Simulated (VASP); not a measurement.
Si2C3, 5 atoms in the cell. It takes space group R-3m (No. 166, trigonal). The conventional cell has a = 6.002 Å, b = 6.002 Å, c = 5.225 Å, α = 90.00°, β = 90.00°, γ = 120.00°. Si (site symmetry 3m) has 3 C at 1.83 Å and 1 Si at 2.33 Å within 2.4 Å. C (site symmetry 2/m) has 2 Si at 1.83 Å within 2.4 Å. 

- Program: VASP 6.6.1
- Task: single point
- Functional: PBE
- Potentials or basis: VASP PAW PBE potentials, release 64 (Si, C)
- Cutoff: 600 eV
- k mesh: 4 × 4 × 4
- Occupations: gaussian, width 0.2 eV
- Spin: no spin polarisation
- Dipole correction: no
- Further INCAR settings: ALGO = Normal; EDIFF = 1e-06; NBANDS = 18

Potentials or basis: VASP PAW PBE potentials, release 64 (Si, C).

Command:

```bash
$ cat potpaw_PBE.64/Si/POTCAR potpaw_PBE.64/C/POTCAR > POTCAR
$ mpirun -np 1 vasp_std > vasp.out
```

Hardware: 1 thread of Intel(R) Xeon(R) Platinum 8375C CPU @ 2.90GHz (Ice Lake), on a shared host.

Q: How long does it take, and how much memory?

A: Wall time 10 s on 1 thread of Intel(R) Xeon(R) Platinum 8375C CPU @ 2.90GHz (Ice Lake), on a shared host, peak memory 0.17 GiB. Counts: scf iterations 12, k points 13.
